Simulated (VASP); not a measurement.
Runs of VASP 6.6.1 on LaTiO3. Symmetry: Pm-3m, No. 221, cubic system. The conventional cell has a = 3.920 Å, b = 3.920 Å, c = 3.920 Å, α = 90.00°, β = 90.00°, γ = 90.00°. La (site symmetry m-3m) has 12 O at 2.77 Å and 8 Ti at 3.39 Å within 3.7 Å. Ti (site symmetry m-3m) has 6 O at 1.96 Å within 2.6 Å. O (site symmetry 4/mmm) has 2 Ti at 1.96 Å within 2.6 Å. 

```tsv
spin	fixed moment (μB)	pressure (GPa)	moment (μB)
collinear	0.25	-1.2	0.25
collinear	-	-0.9	(b)
collinear, zero start	0.0	-1.3	0.00
collinear	1.1	(a)	1.10
```

Alike in all rows: task single point; level LDA+U; potentials or basis VASP PAW LDA potentials, release 64 (La, Ti_sv, O); Ti d U = 5.0 eV; cell as given; k mesh 5 × 5 × 5; cutoff (eV) 600; smearing gaussian 0.05 eV.

Q: Fill in the values left out.

A: (a) 0.3; (b) 0.73.

Caveats: the total moment is fixed, so each spin has its own Fermi level (at least some runs).
